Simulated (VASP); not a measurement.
Ga: relaxation of cell and atoms with PBE

Ga:

```
Ga
1.0
     3.09908    0.00000    0.00000
    -1.54954    2.68389    0.00000
     0.00000    0.00000    5.02998
Ga
2
Cartesian
  0.0000 1.7893 1.2575
  1.5495 0.8946 3.7725
```

```
Program                : VASP 6.6.1
Task                   : relaxation of cell and atoms
Functional             : PBE
Potentials or basis    : VASP PAW PBE potentials, release 64 (Ga_d)
Cutoff                 : 600 eV
k mesh                 : 6 × 6 × 4
Occupations            : gaussian, width 0.1 eV
Spin                   : no spin polarisation
Dipole correction      : no
Further INCAR settings : ALGO = Fast; EDIFF = 1e-07; IBRION = 2; EDIFFG = -0.04; NSW = 90; ISIF = 3
```

- Relaxed volume: 18.86 Å³/atom
- Relaxed cell: a = 2.964 Å, b = 2.964 Å, c = 4.959 Å, α = 90.00°, β = 90.00°, γ = 120.00°
- Space group after relaxing (to 0.05 Å): P6_3/mmc (No. 194)
- Energy gained by relaxing: 31.4 meV/atom
- Ionic steps: 7
- Pressure after relaxing: 0.1 GPa
- Band gap on the k mesh: zero (band 13 reaches 9.28 eV, above the bottom of band 14 at 2.44 eV)

Step by step:
```tsv
step	energy change (eV)	largest force (eV/Å)	pressure (GPa)	volume (Å³)
1	0.0000	0.0000	-4.05	41.84
2	-0.0525	0.0000	-0.96	38.72
3	-0.0552	0.0000	-0.22	38.07
4	-0.0553	0.0000	0.07	37.86
5	-0.0553	0.0000	-0.05	37.94
6	-0.0586	0.0000	-0.07	37.87
7	-0.0627	0.0000	0.09	37.72
```

Final structure:
```xyz
2
Lattice="2.9638 0.0000 0.0000 -1.4819 2.5667 0.0000 0.0000 0.0000 4.9587" Properties=species:S:1:pos:R:3 pbc="T T T"
Ga    0.0000    1.7111    1.2397
Ga    1.4819    0.8556    3.7190
```

Levels at points of the mesh, in eV from the Fermi level:
```tsv
k point	band 11	band 12	band 13	band 14	band 15	band 16
(0.00, 0.00, 0.00)	-10.95	-5.15	-3.97	10.16	10.16	12.05
(0.50, 0.00, 0.00)	-5.40	-4.66	0.33	0.51	1.14	3.21
(0.00, 0.00, 0.50)	-9.38	-9.38	3.27	3.27	11.28	11.28
(0.50, 0.00, 0.50)	-3.91	-3.91	-3.02	-3.02	6.91	6.91
```

It took 98 s on 1 thread of Intel(R) Xeon(R) Platinum 8259CL CPU @ 2.50GHz (Skylake/Cascade Lake), on a shared host, peak memory 0.18 GiB.

Caveat: the k points lie up to 0.41 Å⁻¹ apart in the final cell.
